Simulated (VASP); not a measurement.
Crystal: Al2Cu.

```
Al Cu
1.0
     2.74792    0.00000    0.00000
    -1.37396    2.37977    0.00000
     0.00000    0.00000    6.73099
Al Cu
2 1
Direct
  0.33333 0.66667 0.16667
  0.66667 0.33333 0.83333
  0.00000 0.00000 0.50000
```

| Item | Value |
| --- | --- |
| Program | VASP 6.6.1 |
| Task | relaxation of cell and atoms |
| Functional | PBE |
| Potentials or basis | VASP PAW PBE potentials, release 64 (Al, Cu) |
| Cutoff | 600 eV |
| k mesh | 6 × 6 × 4 |
| Occupations | gaussian, width 0.1 eV |
| Spin | no spin polarisation |

At the start: pressure -0.5 GPa; volume 14.67 Å³/atom.

Question: How do energy, volume and symmetry change on relaxing?

Answer: Over 13 steps the energy falls by 53.1 meV/atom and the volume is 14.69 Å³/atom (+0.1 %); space group P-3m1 (No. 164, to 0.1 Å) before and after.

The path:
```csv
step,energy change (eV),largest force (eV/Å),pressure (GPa),volume (Å³)
1,0.0000,1.0803,-0.46,44.02
2,-0.1033,0.5211,0.14,43.74
3,-0.1404,0.0831,0.94,43.50
4,-0.1434,0.0939,1.12,43.40
5,-0.1534,0.0090,-0.26,44.16
6,-0.1494,0.0629,-2.58,45.23
7,-0.1555,0.0168,-1.11,44.52
8,-0.1574,0.0312,-1.28,44.40
9,-0.1582,0.0267,-1.31,44.44
10,-0.1586,0.0022,0.54,43.82
11,-0.1592,0.0125,-0.30,44.13
12,-0.1592,0.0084,0.10,44.04
13,-0.1592,0.0100,-0.03,44.07
```

Final structure:
```
Al Cu
1.0
     2.83199    0.00000    0.00000
    -1.41600    2.45258    0.00000
     0.00000    0.00000    6.34543
Al Cu
2 1
Cartesian
  0.0000 1.6351 1.1669
  1.4160 0.8175 5.1785
  -1.4160 2.4526 3.1727
```

Caveat: the k points lie up to 0.43 Å⁻¹ apart in the final cell, too coarse for converged energies and pressures of a metal.
